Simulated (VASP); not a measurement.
**Ir: single point with LDA**

Ir, a slab with vacuum:

```
Ir
1.0
     2.69471    0.00000    0.00000
    -1.34735    2.33369    0.00000
     0.00000    0.00000   26.00110
Ir
6
Direct
  0.66667 0.33333 0.28845
  0.33333 0.66667 0.37307
  0.00000 0.00000 0.45769
  0.66667 0.33333 0.54231
  0.33333 0.66667 0.62693
  0.00000 0.00000 0.71155
```

```json
{
 "Program": "VASP 6.6.1",
 "Task": "single point",
 "Functional": "LDA",
 "Potentials or basis": "VASP PAW LDA potentials, release 64 (Ir_sv_GW)",
 "Cutoff": "420 eV",
 "k mesh": "15 × 15 × 1",
 "Occupations": "gaussian, width 0.1 eV",
 "Spin": "no spin polarisation",
 "Dipole correction": "yes",
 "Further INCAR settings": "ALGO = Normal; EDIFF = 1e-06; NBANDS = 60; NELMDL = -8"
}
```

| Quantity | Value |
| --- | --- |
| Largest force | 0.467 eV/Å |
| Band gap on the k mesh | zero (bands 51 and 52 overlap by 2.20 eV) |

Forces on the atoms (eV/Å):
```
Ir   0.000  0.000  0.467
Ir   0.000  0.000 -0.376
Ir   0.000  0.000 -0.230
Ir   0.000  0.000  0.230
Ir   0.000  0.000  0.376
Ir   0.000  0.000 -0.467
```

Levels at points of the mesh, in eV from the Fermi level:
| k point | band 47 | band 48 | band 49 | band 50 | band 51 | band 52 | band 53 | band 54 |
| --- | --- | --- | --- | --- | --- | --- | --- | --- |
| (0.00, 0.00, 0.00) | -2.34 | -1.27 | -1.27 | -1.23 | -1.23 | -0.88 | -0.88 | -0.41 |

Wall time 7 min on 1 thread of Intel(R) Xeon(R) Platinum 8375C CPU @ 2.90GHz (Ice Lake), with other jobs on the host, peak memory 0.29 GiB.

Caveat: spin-orbit coupling is left out, which moves the levels of the heavy elements.
